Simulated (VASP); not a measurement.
Si4O:

```
Si O
1.0
    -2.07522    2.07522    3.80196
     2.07522   -2.07522    3.80196
     2.07522    2.07522   -3.80196
Si O
4 1
Direct
  0.74815 0.74815 0.00000
  0.50000 0.00000 0.50000
  0.00000 0.50000 0.50000
  0.25185 0.25185 0.00000
  0.00000 0.00000 0.00000
```

The cell was built from a structure type or drawn by symmetry, and may not be a known phase.

- Program: VASP 6.6.1
- Task: relaxation of cell and atoms
- Functional: PBE
- Potentials or basis: VASP PAW PBE potentials, release 64 (Si, O)
- Cutoff: 600 eV
- k mesh: 6 × 6 × 6
- Occupations: gaussian, width 0.1 eV
- Spin: no spin polarisation

At the start: pressure 10.3 GPa; volume 13.10 Å³/atom.

Q: Where does the relaxation end?

A: Over 20 steps the energy falls by 448.6 meV/atom and the volume is 14.90 Å³/atom (+13.8 %); space group I4/mmm (No. 139, to 0.1 Å) before and after.

Step by step:
```
step  energy change (eV)  largest force (eV/Å)  pressure (GPa)  volume (Å³)
   1              0.0000                3.0192           10.29        65.49
   2             -0.8492                1.6159           -5.25        73.75
   3             -0.8915                1.3980           -7.79        76.02
   4             -1.5327                1.2201           -4.66        71.31
   5             -0.4439                2.9239           42.59        57.74
   6             -1.8634                1.0559           -1.07        68.25
   7             -1.8893                0.1978           13.42        63.02
   8             -1.9954                0.6475            4.38        65.78
   9             -1.9990                0.4905            6.12        65.15
  10             -2.1540                0.0775            5.69        68.23
  11             -2.1705                0.2559            5.98        69.35
  12             -2.1522                0.4575           -5.49        77.71
  13             -2.2363                0.1036           -0.08        73.10
  14             -2.2363                0.0970            0.03        73.03
  15             -2.2381                0.0902            0.03        73.24
  16             -2.2412                0.0749            0.06        73.75
  17             -2.2412                0.0161            0.12        74.79
  18             -2.2425                0.0514            0.11        74.22
  19             -2.2427                0.0180           -0.26        74.74
  20             -2.2431                0.0142           -0.10        74.51
```

Final structure:
```
Si O
1.0
    -1.99846    1.99846    4.66394
     1.99846   -1.99846    4.66394
     1.99846    1.99846   -4.66394
Si O
4 1
Direct
  0.66009 0.66009 0.00000
  0.50000 0.00000 0.50000
  0.00000 0.50000 0.50000
  0.33991 0.33991 0.00000
  0.00000 0.00000 0.00000
```
